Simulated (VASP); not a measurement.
# H4C: single point with r2SCAN+D3(BJ)

System: H4C.

```
CELL_PARAMETERS angstrom
8.68543 0.00000 0.00000
0.00000 8.68543 0.00000
0.00000 0.00000 8.68543
ATOMIC_POSITIONS crystal
C 0.52406 0.05077 0.53183
C 0.47765 0.47820 0.24120
C 0.62137 0.76828 0.95545
C 0.20378 0.69102 0.69716
C 0.74725 0.16802 0.15658
C 0.10171 0.38396 0.31861
C 0.89746 0.16540 0.73969
C 0.64346 0.53929 0.61609
H 0.56431 0.15725 0.58258
H 0.46216 0.98189 0.61711
H 0.61701 0.99166 0.47447
H 0.43243 0.08772 0.45202
H 0.46155 0.57112 0.32839
H 0.46811 0.36998 0.30161
H 0.59720 0.49429 0.20909
H 0.39002 0.48106 0.14750
H 0.72928 0.82291 0.91880
H 0.55874 0.83982 0.03979
H 0.64383 0.65321 0.00270
H 0.54094 0.75807 0.85889
H 0.26535 0.79666 0.66637
H 0.13869 0.70388 0.79964
H 0.28544 0.59737 0.69949
H 0.12143 0.66023 0.60379
H 0.78640 0.04984 0.16513
H 0.71538 0.22177 0.26557
H 0.64416 0.16729 0.08784
H 0.84532 0.22063 0.09967
H 0.10388 0.50246 0.26854
H 0.98344 0.35142 0.34967
H 0.17943 0.37904 0.41717
H 0.14276 0.29532 0.23650
H 0.00176 0.10147 0.75325
H 0.91645 0.28717 0.77430
H 0.81061 0.11739 0.81340
H 0.85692 0.17332 0.62234
H 0.73235 0.59130 0.68592
H 0.59636 0.44662 0.68416
H 0.68569 0.48684 0.51368
H 0.55534 0.61981 0.59216
```

- Program: VASP 6.6.1
- Task: single point
- Functional: r2SCAN
- Dispersion: D3(BJ)
- Potentials or basis: VASP PAW PBE potentials, release 64 (C, H)
- Cutoff: 520 eV
- k mesh: 1 × 1 × 1
- Occupations: fermi-dirac, width 0.05 eV
- Spin: no spin polarisation
- Dipole correction: no
- Further INCAR settings: LREAL = Auto; ALGO = Normal; EDIFF = 1e-06; NBANDS = 58

The pressure is -0.1 GPa, the largest force is 1.910 eV/Å and the band gap on the k mesh is 8.09 eV. The dispersion energy per atom is -0.010 eV.

Forces on the atoms (eV/Å):
```
C   -1.306  0.603 -0.129
C   -0.391  0.816  0.667
C   -0.512  0.126  0.108
C   -0.187 -0.127 -1.897
C    0.259 -0.321  0.008
C   -0.027 -0.049 -0.511
C   -0.174  1.608  0.214
C    0.302 -0.679  0.907
H    0.268  0.041  0.328
H    0.531 -0.091  0.074
H    0.044 -0.265 -0.099
H    0.454 -0.280 -0.207
H   -0.471 -0.488 -0.632
H   -0.062 -0.346  0.146
H    0.013 -0.211 -0.694
H    0.887  0.238  0.502
H   -0.331 -0.062  0.094
H    0.546 -0.241 -0.035
H   -0.055  0.356 -0.096
H    0.346 -0.112 -0.084
H   -0.243 -0.112  0.095
H   -0.241  0.059  0.991
H    0.224 -0.243  0.432
H    0.413  0.398  0.389
H   -0.270 -0.374  0.630
H    0.482 -0.215  0.033
H   -0.196  0.165 -0.586
H   -0.271  0.724 -0.069
H    0.005 -0.928  0.213
H    0.340  0.239  0.132
H   -0.229  0.097  0.108
H   -0.137  0.629  0.105
H    0.594 -0.325 -0.197
H    0.042 -0.636  0.069
H   -0.462 -0.208  0.208
H    0.035 -0.428 -0.316
H    0.335  0.195 -0.140
H   -0.336 -0.264  0.314
H    0.514 -0.059 -0.782
H   -0.729  0.771 -0.295
```

Stress tensor (GPa, compression positive):
```
-0.31 -0.11 -0.27
-0.11 -0.40 -0.29
-0.27 -0.29  0.38
```

Levels at points of the mesh, in eV from the valence-band top:
```csv
k point,band 29,band 30,band 31,band 32,band 33,band 34,band 35,band 36
"(0.00, 0.00, 0.00)",-0.23,-0.14,-0.07,0.00,8.09,9.99,10.09,10.16
```

It took 5.5 min on 1 thread of Intel(R) Xeon(R) Platinum 8488C (Sapphire Rapids), with other jobs on the host, peak memory 0.76 GiB.

Caveat: the k points lie up to 0.72 Å⁻¹ apart; the PAW data sets were made with another functional, which shifts forces and pressure a little.
